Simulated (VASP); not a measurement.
# Fe (Im-3m) in VASP: notebook

Runs on Fe. Level: PBE. Tasks: single point.

Program: VASP 6.6.1. These are calculated values, not measurements. Logs are shortened: lines on timing, memory, paths and dates and some standing lists are left out, and cuts for length are marked.

### Step 1. The cell of the first run

Symmetry: Im-3m, No. 229, cubic system. The conventional cell has a = 2.895 Å, b = 2.895 Å, c = 2.895 Å, α = 90.00°, β = 90.00°, γ = 90.00°. Fe (site symmetry m-3m) has 14 Fe at 2.51 to 2.90 Å within 3.3 Å.

### Step 2. Single point, PBE, collinear spin, zero start

INCAR

```
PREC = Accurate ; ENCUT = 600
EDIFF = 1E-6 ; ISMEAR = -1
SIGMA = 0.05 ; LREAL = False
LASPH = True ; NELM = 200
ALGO = Normal ; ISIF = 2
LWAVE = False ; LCHARG = False
ISPIN = 2 ; MAGMOM = 0
LORBIT = 11 ; NUPDOWN = 0.0
LMAXMIX = 4 ; GGA = PE
NBANDS = 14 ; GGA_COMPAT = False
```

KPOINTS

```
Automatic mesh
0
Gamma
  13 13 13
```

POSCAR

```
Fe
1.0
   -1.4475000000      1.4475000000      1.4475000000
    1.4475000000     -1.4475000000      1.4475000000
    1.4475000000      1.4475000000     -1.4475000000
Fe
1
Direct
    0.0000000000      0.0000000000      0.0000000000
```

Potentials or basis: VASP PAW PBE potentials, release 64 (Fe).

Started as:

```
$ cat potpaw_PBE.64/Fe/POTCAR > POTCAR
$ mpirun -np 1 vasp_std > vasp.out
```

OUTCAR:

```text
PREC = Accurate
   ENCUT = 600
   EDIFF = 1E-6
   ISMEAR = -1
   LREAL = False
   LASPH = True
   NELM = 200
   ISIF = 2
   ISPIN = 2
   LORBIT = 11
   NUPDOWN = 0.0
   GGA = PE

 ion  position               nearest neighbor table
   1  0.000  0.000  0.000-

  LATTYP: Found a body centered cubic cell.
 ALAT       =     2.8950000000

  Lattice vectors:

 A1 = (  -1.4475000000,   1.4475000000,   1.4475000000)
 A2 = (   1.4475000000,  -1.4475000000,   1.4475000000)
 A3 = (   1.4475000000,   1.4475000000,  -1.4475000000)

Analysis of symmetry for initial positions (statically):
=====================================================================
 Subroutine PRICEL returns:
 Original cell was already a primitive cell.

 Routine SETGRP: Setting up the symmetry group for a
 body centered cubic supercell.

 Subroutine GETGRP returns: Found 48 space group operations
 (whereof 48 operations were pure point group operations)
 out of a pool of 48 trial point group operations.

The static configuration has the point symmetry O_h .

Analysis of symmetry for dynamics (positions and initial velocities):
=====================================================================
 Subroutine PRICEL returns:
 Original cell was already a primitive cell.

 Routine SETGRP: Setting up the symmetry group for a
 body centered cubic supercell.

 Subroutine GETGRP returns: Found 48 space group operations
 (whereof 48 operations were pure point group operations)
 out of a pool of 48 trial point group operations.

The dynamic configuration has the point symmetry O_h .

Analysis of structural, dynamic, and magnetic symmetry:
=====================================================================
 Subroutine PRICEL returns:
 Original cell was already a primitive cell.

 Routine SETGRP: Setting up the symmetry group for a
 body centered cubic supercell.

 Subroutine GETGRP returns: Found 48 space group operations
 (whereof 48 operations were pure point group operations)
 out of a pool of 48 trial point group operations.

The overall configuration has the point symmetry O_h .

 Subroutine INISYM returns: Found 48 space group operations
 (whereof 48 operations are pure point group operations),
 and found     1 'primitive' translations

----------------------------------------------------------------------------------------

                                     Primitive cell

  volume of cell :      12.1315

  direct lattice vectors                    reciprocal lattice vectors
    -1.447500000  1.447500000  1.447500000     0.000000000  0.345423143  0.345423143
     1.447500000 -1.447500000  1.447500000     0.345423143  0.000000000  0.345423143
     1.447500000  1.447500000 -1.447500000     0.345423143  0.345423143  0.000000000

  length of vectors
     2.507143544  2.507143544  2.507143544     0.488502094  0.488502094  0.488502094

  position of ions in fractional coordinates (direct lattice)
     0.000000000  0.000000000  0.000000000

  ion indices of the primitive-cell ions
   primitive index   ion index
                 1           1

----------------------------------------------------------------------------------------

 KPOINTS: Automatic mesh

Automatic generation of k-mesh.
 Grid dimensions read from file:
 generate k-points for:   13   13   13

 Generating k-lattice:

  Cartesian coordinates                     Fractional coordinates (reciprocal lattice)
     0.000000000  0.026571011  0.026571011     0.076923077  0.000000000  0.000000000
     0.026571011  0.000000000  0.026571011     0.000000000  0.076923077  0.000000000
     0.026571011  0.026571011  0.000000000     0.000000000  0.000000000  0.076923077

  Length of vectors
     0.037577084  0.037577084  0.037577084

  Shift w.r.t. Gamma in fractional coordinates (k-lattice)
     0.000000000  0.000000000  0.000000000

 Subroutine IBZKPT returns following result:
 ===========================================

 Found     84 irreducible k-points:

 Following reciprocal coordinates:
            Coordinates               Weight
  0.000000  0.000000  0.000000      1.000000
  0.076923  0.000000  0.000000     12.000000
  0.153846  0.000000  0.000000     12.000000
  0.230769  0.000000  0.000000     12.000000
  0.307692  0.000000  0.000000     12.000000
  0.384615  0.000000  0.000000     12.000000
[... 16 lines left out ...]
  0.153846  0.076923  0.076923     24.000000
  0.230769  0.076923  0.076923     24.000000
 [... further k-points ...]
   k-points           NKPTS =     84   k-points in BZ     NKDIM =     84   number of bands    NBANDS=     14
   number of dos      NEDOS =    301   number of ions     NIONS =      1
   total plane-waves  NPLWV =   8000
   dimension x,y,z NGX =    20 NGY =   20 NGZ =   20
   dimension x,y,z NGXF=    40 NGYF=   40 NGZF=   40
   ions per type =               1
   NGX,Y,Z   is equivalent  to a cutoff of  13.26, 13.26, 13.26 a.u.
   NGXF,Y,Z  is equivalent  to a cutoff of  26.52, 26.52, 26.52 a.u.
 SYSTEM =  unknown system
   PREC   = accura    normal or accurate (medium, high low for compatibility)
   ISTART =      0    job   : 0-new  1-cont  2-samecut
   ICHARG =      2    charge: 1-file 2-atom 10-const
   ISPIN  =      2    spin polarized calculation?
   LNONCOLLINEAR =      F non collinear calculations
   LSORBIT =      F    spin-orbit coupling
   LASPH  =      T    aspherical Exc in radial PAW
   ENCUT  =  600.0 eV  44.10 Ry    6.64 a.u.   5.01  5.01  5.01*2*pi/ulx,y,z
   NELM   =    200;   NELMIN=  2; NELMDL= -5     # of ELM steps
   EDIFF  = 0.1E-05   stopping-criterion for ELM
   LREAL  =      F    real-space projection
   EDIFFG = 0.1E-04   stopping-criterion for IOM
   NSW    =      0    number of steps for IOM
   IBRION =     -1    ionic relax: 0-MD 1-quasi-New 2-CG
   NFREE  =      0    steps in history (QN), initial steepest desc. (CG)
   ISIF   =      2    stress and relaxation
   ISYM   =      2    0-nonsym 1-usesym 2-fastsym
   POTIM  = 0.5000    time-step for ionic-motion
   TEBEG  =    0.0;   TEEND  =   0.0 temperature during run
   PSTRESS=    0.0 pullay stress
   NELECT =       8.0000    total number of electrons
   NUPDOWN=       0.0000    fix difference up-down
   EMIN   =  10.00;   EMAX   =-10.00  energy-range for DOS
   EFERMI =   0.00;   METHOD = LEGACY
   ISMEAR =    -1;   SIGMA  =   0.05  broadening in eV -4-tet -1-fermi 0-gaus
   EFERMI_NEDOS =   21; number of points for ismear=-14 and -15
   IALGO  =     38    algorithm
   IMIX   =      4    mixing-type and parameters
     AMIX     =   0.40;   BMIX     =  1.00
     AMIX_MAG =   1.60;   BMIX_MAG =  1.00
  volume/ion in A,a.u.               =      12.13        81.87
  Fermi-wavevector in a.u.,A,eV,Ry     =   1.424950  2.692765 27.626387  2.030482
  Thomas-Fermi vector in A             =   2.545386
   LORBIT       =     11    0 simple, 1 ext, 2 COOP (PROOUT), +10 PAW based schemes
   GGA     = PE    functional components
   LHFCALC =     F    Hartree Fock is set to
   AEXX    =    0.0000 exact exchange contribution
   IVDW    =     0    specifies the selected vdW correction
   LEPSILON=     F    determine dielectric tensor
   LRPA    =     F    only Hartree local field effects (RPA)
 spin polarized calculation
  energy-cutoff  :      600.00
  volume of cell :       12.13
 maximum number of plane-waves:       420
   NGX =  9   NGY =  9   NGZ =  9

 number of electron       7.9999995 magnetization       0.0000000

 number of electron       7.9999995 magnetization      -0.0000000

 Free energy of the ion-electron system (eV)
  ---------------------------------------------------
  ext. energy  EPLUGINS =         0.00000000
  ---------------------------------------------------
  free energy    TOTEN  =        -7.61169607 eV

  energy without entropy =       -7.57668569  energy(sigma->0) =       -7.59419088

 E-fermi :   5.2209     XC(G=0): -12.7952

 val. band max:        5.2190864329   @ k =   0.2308   0.0769   0.0000
 cond. band min:       5.2211192445   @ k =   0.3077   0.1538   0.0769
 fundamental gap:      0.0020328116
 Fermi energy:         5.2208922150

 spin component 1

 k-point     1 :       0.0000    0.0000    0.0000
  band No.  band energies     occupation
      1      -2.8229      1.00000
      2       3.7672      1.00000
      3       3.7672      1.00000
      4       3.7672      1.00000
      5       5.1901      0.64930
      6       5.1901      0.64930
      7      29.4237      0.00000
      8      29.4237      0.00000
      9      29.4237      0.00000
     10      34.2532      0.00000
     11      34.2532      0.00000
     12      36.4167      0.00000
     13      36.4167      0.00000
     14      36.4171      0.00000

 k-point     2 :       0.0769    0.0000    0.0000
  band No.  band energies     occupation
      1      -2.5902      1.00000
      2       3.7030      1.00000
      3       3.7592      1.00000
      4       3.8905      1.00000
      5       5.1258      0.87015
      6       5.1953      0.62520
      7      27.9235      0.00000
      8      29.0529      0.00000
      9      29.2453      0.00000
     10      33.4456      0.00000
     11      33.8225      0.00000
     12      34.0188      0.00000
     13      35.3350      0.00000
     14      37.0560      0.00000
[... 343 lines left out ...]
      1      -0.4914      1.00000
      2       3.2009      1.00000
      3       3.2903      1.00000
      4       5.0555      0.96471
      5       5.2086      0.56120
      6       5.2338      0.43573
      7      21.5396      0.00000
      8      23.2688      0.00000
      9      25.4858      0.00000
     10      31.1941      0.00000
     11      35.5084      0.00000
     12      35.7419      0.00000
     13      37.8998      0.00000
     14      38.9588      0.00000

 k-point    24 :       0.2308    0.0769    0.0769
  band No.  band energies     occupation
      1       0.6047      1.00000
      2       2.9602      1.00000
      3       3.2581      1.00000
      4       5.0868      0.93590
      5       5.2896      0.20185
      6       5.9899      0.00000
      7      18.1983      0.00000
      8      22.1063      0.00000
      9      23.8270      0.00000
     10      31.0735      0.00000
     11      34.9336      0.00000
     12      37.1105      0.00000
     13      38.9455      0.00000
     14      42.2495      0.00000

 [... further k-points ...]

 spin component 2

 k-point     1 :       0.0000    0.0000    0.0000
  band No.  band energies     occupation
      1      -2.8229      1.00000
      2       3.7672      1.00000
      3       3.7672      1.00000
      4       3.7672      1.00000
      5       5.1901      0.64930
      6       5.1901      0.64929
      7      29.4237      0.00000
      8      29.4237      0.00000
      9      29.4237      0.00000
     10      34.2532      0.00000
     11      34.2532      0.00000
     12      36.4167      0.00000
     13      36.4167      0.00000
     14      36.4185      0.00000

 k-point     2 :       0.0769    0.0000    0.0000
  band No.  band energies     occupation
      1      -2.5902      1.00000
      2       3.7030      1.00000
      3       3.7592      1.00000
      4       3.8905      1.00000
      5       5.1258      0.87015
      6       5.1953      0.62520
      7      27.9235      0.00000
      8      29.0529      0.00000
      9      29.2453      0.00000
     10      33.4456      0.00000
     11      33.8225      0.00000
     12      34.0188      0.00000
     13      35.3350      0.00000
     14      37.0560      0.00000
[... 343 lines left out ...]
      1      -0.4914      1.00000
      2       3.2009      1.00000
      3       3.2903      1.00000
      4       5.0555      0.96471
      5       5.2086      0.56119
      6       5.2338      0.43573
      7      21.5396      0.00000
      8      23.2688      0.00000
      9      25.4858      0.00000
     10      31.1942      0.00000
     11      35.5084      0.00000
     12      35.7419      0.00000
     13      37.8998      0.00000
     14      38.9588      0.00000

 k-point    24 :       0.2308    0.0769    0.0769
  band No.  band energies     occupation
      1       0.6047      1.00000
      2       2.9602      1.00000
      3       3.2581      1.00000
      4       5.0868      0.93590
      5       5.2896      0.20185
      6       5.9899      0.00000
      7      18.1983      0.00000
      8      22.1063      0.00000
      9      23.8270      0.00000
     10      31.0735      0.00000
     11      34.9336      0.00000
     12      37.1105      0.00000
     13      38.9455      0.00000
     14      42.2495      0.00000

 [... further k-points ...]
[... 5 lines left out ...]
  --------------------------------------------------------------------------------------
  -------------------------------------------------------------------------------------
  Total       -2.1017623     -2.1017623     -2.1017623      0.0000000      0.0000000      0.0000000
  in kB     -277.5737945   -277.5737945   -277.5737945      0.0000000      0.0000000      0.0000000
  external PRESSURE =    -277.5737945 kB  Pullay stress =       0.0000000 kB

 VOLUME and BASIS-vectors are now :
 -----------------------------------------------------------------------------
  energy-cutoff  :      600.00
  volume of cell :       12.13
      direct lattice vectors                 reciprocal lattice vectors
    -1.447500000  1.447500000  1.447500000     0.000000000  0.345423143  0.345423143
     1.447500000 -1.447500000  1.447500000     0.345423143  0.000000000  0.345423143
     1.447500000  1.447500000 -1.447500000     0.345423143  0.345423143  0.000000000

 POSITION                                       TOTAL-FORCE (eV/Angst)
 -----------------------------------------------------------------------------------
      0.00000      0.00000      0.00000         0.000000      0.000000      0.000000
 -----------------------------------------------------------------------------------
    total drift:                                0.000000     -0.000000      0.000000

  FREE ENERGIE OF THE ION-ELECTRON SYSTEM (eV)
  ---------------------------------------------------
  free  energy   TOTEN  =        -7.6116960743 eV

  energy  without entropy=       -7.5766856946  energy(sigma->0) =       -7.59419088

 total charge

# of ion       s       p       d       tot
------------------------------------------
    1        0.450   0.470   6.213   7.134

 magnetization (x)

# of ion       s       p       d       tot
------------------------------------------
    1       -0.000   0.000  -0.000  -0.000
```

It took 50 s on 1 thread of Intel Xeon 8259CL, shared host; peak memory 0.15 GiB.

Results:

- Free energy: -7.6117 eV
- Pressure: -27.8 GPa
- Net moment: 0.00 μB per cell
- Valence electrons inside the program's atomic spheres: Fe 7.13

Caveat: the total moment is fixed, so each spin has its own Fermi level.

### Step 3. Single point, PBE, collinear spin, ferromagnetic start

INCAR

```
SYSTEM = Fe
  PREC = Accurate
  ENCUT = 600
  EDIFF = 1E-6
  ISMEAR = -1
  SIGMA = 0.05
  LREAL = .FALSE.
  LASPH = .TRUE.
  NELM = 200
  ALGO = Normal
  ISIF = 2
  LWAVE = .FALSE.
  LCHARG = .FALSE.
  ISPIN = 2
  MAGMOM = 4
  LORBIT = 11
  LMAXMIX = 4
  GGA = PE
  NBANDS = 14
  GGA_COMPAT = .FALSE.
```

KPOINTS

```
Automatic mesh
0
G
  13 13 13
  0 0 0
```

POSCAR is that of step 2.

Potentials or basis: VASP PAW PBE potentials, release 64 (Fe).

Started as:

```
$ cat potpaw_PBE.64/Fe/POTCAR > POTCAR
$ mpirun -np 1 vasp_std > vasp.out
```

Wall time 55 s (1 thread of Intel Xeon 8259CL, shared host); peak memory 0.15 GiB.

The run converged. Its results:

```yaml
Free_energy: -8.2143 eV
Pressure: -10.2 GPa
Net_moment: 2.32 μB per cell
Site_moments: Fe +2.33 μB
Valence_electrons_inside_the_program's_atomic_spheres: Fe 7.14
```

Levels at points of the mesh, in eV from the Fermi level:
Spin up:
```
           k point  band 3  band 4  band 5  band 6  band 7  band 8
(0.00, 0.00, 0.00)   -2.18   -2.18   -1.07   -1.07   24.42   24.42
```
Spin down:
| k point | band 1 | band 2 | band 3 | band 4 | band 5 | band 6 |
| --- | --- | --- | --- | --- | --- | --- |
| (0.00, 0.00, 0.00) | -7.87 | -0.12 | -0.12 | -0.12 | 1.77 | 1.77 |
